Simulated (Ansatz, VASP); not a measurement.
## One calculation of CdS, two programs

INCAR

```
  ALGO = Normal
  EDIFF = 1E-8
  ENCUT = 520
  ISIF = 2
  ISMEAR = -1
  LASPH = True
  LCHARG = False
  LEFG = True
  LREAL = False
  LWAVE = False
  NBANDS = 26
  NELM = 60
  PREC = Accurate
  SIGMA = 0.02
```

The input KPOINTS:

```
k-points
0
Gamma
  8 8 4
```

The input POSCAR:

```
CdS
1.0
    4.1892106958      0.0000000000      0.0000000000
   -2.0946053479      3.6279628844      0.0000000000
    0.0000000000      0.0000000000      6.8378128164
Cd S
2 2
Direct
    0.3333333333      0.6666666667      0.0000000000
    0.6666666667      0.3333333333      0.5000000000
    0.3333333333      0.6666666667      0.3850000000
    0.6666666667      0.3333333333      0.8850000000
```

Input for Ansatz:

```yaml
crystal:
  lattice:
    - [4.1892106958, 0.0, 0.0]
    - [-2.0946053479, 3.6279628844, 0.0]
    - [0.0, 0.0, 6.8378128164]
  atoms:
    - { symbol: Cd, position: [0.3333333333, 0.6666666667, 0.0] }
    - { symbol: Cd, position: [0.6666666667, 0.3333333333, 0.5] }
    - { symbol: S, position: [0.3333333333, 0.6666666667, 0.385] }
    - { symbol: S, position: [0.6666666667, 0.3333333333, 0.885] }
kpoints:
  mp_grid: { grid: [8, 8, 4] }
scf:
  occupations: { method: fermi_dirac, width: 0.02 }
hamiltonian:
  xc: lda
  pseudopotentials: { kind: paw }
output:
  forces: true
  stress: true
  eigenvalues: true
  efg: { contact_densities: true }
  write_density: true
  write_potential: true
  elf: true
  volumetric_format: npy
```

Change from the starting cell: volume scaled by 1.04, PAW files.

Alike in both runs: task electric field gradients; functional LDA; k mesh 8 × 8 × 4; occupations fermi-dirac, width 0.02 eV; no spin polarisation.

|  | VASP | Ansatz |
| --- | --- | --- |
| version | VASP 6.6.1 | Ansatz 0.2.0 |
| potentials or method | VASP PAW LDA potentials, release 64 (Cd, S) | PAW with Ansatz's default frozen-core files, scalar-relativistic |
| plane-wave cutoff (eV) | 520 | 420 |
| valence electrons in the cell | 36 | 52 |

Ansatz gave:

| Quantity | Value |
| --- | --- |
| gap on the k mesh at the Fermi level (eV) | 0.86 |
| pressure (GPa) | -4.7 |
| traceless stress, the component that is largest in VASP (GPa) | -0.87 |
| rms of the force components (eV/Å) | 0.115 |
| size of Vzz on the site where it differs most (V/Å²) | 29.6 |

Estimate VASP's values.

gap on the k mesh at the Fermi level (eV): 0.88; pressure (GPa): -4.3; traceless stress, the component that is largest in VASP (GPa): -0.94; rms of the force components (eV/Å): 0.121; size of Vzz on the site where it differs most (V/Å²): 33.9.

LDA's correlation is that of Perdew and Zunger in VASP and of Perdew and Wang (1992) in Ansatz. Atom by atom the forces differ by 0.005 eV/Å (rms over components). VASP's potentials hold 36 valence electrons a cell and Ansatz's 52, so a difference there can come from the potentials and not from the codes.
